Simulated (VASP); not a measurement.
Input of a VASP 6.6.1 run:

Contents of POSCAR:

```
H6C3F4
1.0
    7.9056630000      0.0000000000      0.0000000000
    0.0000000000      7.9056630000      0.0000000000
    0.0000000000      0.0000000000      7.9056630000
C H F
9 18 12
Direct
    0.8986343081      0.7430496342      0.0366066704
    0.8869085363      0.5919807105      0.1558629555
    0.8751448171      0.3097399927      0.7384200414
    0.7790111974      0.3384029904      0.5761566108
   -0.0377071474      0.8874903977      0.5256611621
    0.1119324211      0.7642622763      0.5227139077
    0.4315261098      0.5899821432      0.9975633922
    0.3503690962      0.0963107079      0.9394531490
    0.3122698248      0.2445841671      0.4016614419
    1.0259987050      0.7379520225     -0.0254374617
    0.8129615441      0.7402668189     -0.0626892393
    0.8728426699      0.8605350367      0.0973605882
    0.7668047576      0.5888184204      0.2275204496
    0.8987987472      0.4636043808      0.0839777764
    0.9949703143      0.5857573236      0.2468230685
    0.9338748692      0.4362315975      0.7712952095
    0.7956827909      0.2824178061      0.8383737076
    0.9791588637      0.2195261802      0.7313112132
    0.6918078851      0.2352111392      0.5388921840
    0.6924150448      0.4442638144      0.5770926486
    0.8643803815      0.3699879441      0.4721552133
   -0.1011553364      0.9112961177      0.6511281849
    0.0032255359      1.0060762772      0.4783027053
   -0.1375343219      0.8475190506      0.4415062974
    0.1733693936      0.7723703882      0.3956277924
    0.2033226056      0.7862718155      0.6240969290
    0.0877472263      0.6294095764      0.5401823984
    0.5081294257      0.7362570350      1.0422655254
    0.3098917826      0.5572081684      1.0997433106
    0.3698488033      0.6002406123      0.8402710816
    0.5451535184      0.4629213261      0.9960707913
    0.4597716852      0.1283130839      1.0579504844
    0.2357044564     -0.0177847196      0.9929337995
    0.2579163822      0.2376018305      0.9132946851
    0.4148418672      0.0447906773      0.7963278981
    0.3891893697      0.0926677497      0.4215965188
    0.1843868123      0.2272674664      0.2887929830
    0.2479994404      0.3012144585      0.5507697457
    0.4216471155      0.3602733888      0.3506600269
```

The input INCAR.step1:

```
SYSTEM = H6C3F4
  ALGO = Normal
  EDIFF = 1E-4
  ENCUT = 520
  GGA = PE
  ISMEAR = -1
  LASPH = .True.
  LCHARG = .False.
  LREAL = Auto
  LWAVE = .True.
  NBANDS = 94
  NELM = 60
  PREC = Accurate
  SIGMA = 0.02
```

INCAR.step2

```
SYSTEM = H6C3F4
  ALGO = Normal
  EDIFF = 1E-7
  ENCUT = 520
  ISIF = 2
  ISMEAR = -1
  ISTART = 1
  IVDW = 12
  LASPH = .True.
  LCHARG = .False.
  LMIXTAU = .True.
  LREAL = Auto
  LWAVE = .False.
  METAGGA = R2SCAN
  NBANDS = 94
  NELM = 60
  PREC = Accurate
  SIGMA = 0.02
  VDW_A1 = 0.49484001
  VDW_A2 = 5.73083694
  VDW_S6 = 1.0
  VDW_S8 = 0.78981345
```

File KPOINTS:

```
k-points
0
Gamma
  1 1 1
  0 0 0
```

Potentials or basis: VASP PAW PBE potentials, release 64 (C, H, F).

Launch:

```console
$ cat potpaw_PBE.64/C/POTCAR potpaw_PBE.64/H/POTCAR potpaw_PBE.64/F/POTCAR > POTCAR
$ cp INCAR.step1 INCAR
$ mpirun -np 1 vasp_gam > vasp.out
$ cp INCAR.step2 INCAR
$ mpirun -np 1 vasp_gam > vasp.out
```

Task: What does it give for the dispersion energy per atom?

Result: -0.016 eV.

Task: Predict the pressure.

Result: -0.2 GPa.

Task: Estimate the largest force.

Result: 2.984 eV/Å.

Stress tensor (GPa, compression positive):
```
-0.08  1.11 -0.16
 1.11 -1.09 -0.85
-0.16 -0.85  0.62
```

Caveat: the k points lie up to 0.79 Å⁻¹ apart; the PAW data sets were made with another functional, which shifts forces and pressure a little.
